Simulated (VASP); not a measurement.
Input of a VASP 6.6.1 run:

File POSCAR:

```
Ge
1.0
    2.8941756495      2.8941756495      0.0000000000
   -2.8941756495      2.8941756495      0.0000000000
    0.0000000000      0.0000000000      5.5963576423
Ge
4
Direct
    0.5000000000      0.5000000000      0.5000000000
    0.5000000000      0.0000000000      0.2500000000
    0.0000000000      0.0000000000      0.0000000000
    0.0000000000      0.5000000000      0.7500000000
```

Contents of INCAR.step1:

```
  PREC = Accurate
  ENCUT = 520
  ISMEAR = 0
  SIGMA = 0.02
  LREAL = F
  LASPH = T
  NELM = 60
  NBANDS = 36
  GGA = PE
  ALGO = Normal
  EDIFF = 1E-4
  LWAVE = T
  LCHARG = F
```

Contents of INCAR.step2:

```
  PREC = Accurate
  ENCUT = 520
  EDIFF = 1E-6
  ISMEAR = 0
  SIGMA = 0.02
  LREAL = F
  LASPH = T
  NELM = 60
  ALGO = Normal
  ISIF = 2
  LWAVE = F
  LCHARG = F
  METAGGA = R2SCAN
  LMIXTAU = T
  NBANDS = 36
  ISTART = 1
```

KPOINTS

```
regular mesh
0
Gamma
  10 10 6
```

Potentials or basis: VASP PAW PBE potentials, release 64 (Ge_d).

The run is started by

```sh
$ cat potpaw_PBE.64/Ge_d/POTCAR > POTCAR
$ cp INCAR.step1 INCAR
$ mpirun -np 1 vasp_std > vasp.out
$ cp INCAR.step2 INCAR
$ mpirun -np 1 vasp_std > vasp.out
```

Q: Predict the band gap on the k mesh.

A: 0.11 eV.

Q: Estimate the pressure.

A: -1.7 GPa.

Stress tensor (GPa, compression positive):
```
-2.50  0.00  0.00
 0.00 -2.50  0.00
 0.00  0.00  0.05
```

Caveat: the cell differs from its parent crystal (biaxial strain in the a-b plane: +2.0 %, then relaxed in part); the PAW data sets were made with another functional, which shifts forces and pressure a little. A k mesh can miss the band edges.
